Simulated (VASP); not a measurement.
Write the native input for VASP 6.6.1 that does the following.

```yaml
Task: relaxation of cell and atoms
Functional: PBE
Potentials_or_basis: VASP PAW PBE potentials, release 64 (P)
Cutoff: 600 eV
k_mesh: 8 × 4 × 4
Occupations: gaussian, width 0.2 eV
Spin: no spin polarisation
Dipole_correction: no
Further_INCAR_settings: ALGO = Normal; EDIFF = 1e-06; IBRION = 2; EDIFFG = -0.025; NSW = 80; ISIF = 3
```

The structure of P lies in POSCAR:

```
P
1.0
    0.0259644451      0.0230957860      2.3928459178
    4.8502771833     -0.0030934784      0.0519288901
   -0.0030934784      4.8476675258      0.0461915719
P
4
Direct
   -0.0090361564      0.0173892895     -0.0144560806
   -0.0057158586      0.0080667989      0.5076198535
   -0.0018074092      0.4952027617      0.0022680878
    0.0165594241      0.4793411500      0.5045681393
```

One way to write it, as run:

INCAR

```
SYSTEM = P
PREC = Accurate
ENCUT = 600
EDIFF = 1E-6
ISMEAR = 0
SIGMA = 0.2
LREAL = .False.
LASPH = .True.
NELM = 80
ALGO = Normal
ISIF = 3
LWAVE = .False.
LCHARG = .False.
GGA = PE
IBRION = 2
NSW = 80
EDIFFG = -0.025
```

KPOINTS

```
regular mesh
0
Gamma
  8 4 4
  0 0 0
```

Potentials or basis: VASP PAW PBE potentials, release 64 (P).

Command:

```console
$ cat potpaw_PBE.64/P/POTCAR > POTCAR
$ mpirun -np 1 vasp_std > vasp.out
```

It gave:

| Property | Result |
| --- | --- |
| Relaxed volume | 14.70 Å³/atom |
| Relaxed cell | a = 2.456 Å, b = 4.885 Å, c = 4.901 Å, α = 90.03°, β = 89.97°, γ = 90.07° |
| Space group after relaxing (to 0.1 Å) | P4/mmm (No. 123) |
| Energy gained by relaxing | 24.0 meV/atom |
| Ionic steps | 12 |
| Pressure after relaxing | -0.1 GPa |
| Largest force after relaxing | 0.024 eV/Å |
| Band gap on the k mesh | zero (bands 10 and 11 overlap by 7.62 eV) |

It took 2.6 min on 1 thread of Intel(R) Xeon(R) 6975P-C (Granite Rapids) (shared host), peak memory 0.2 GiB.
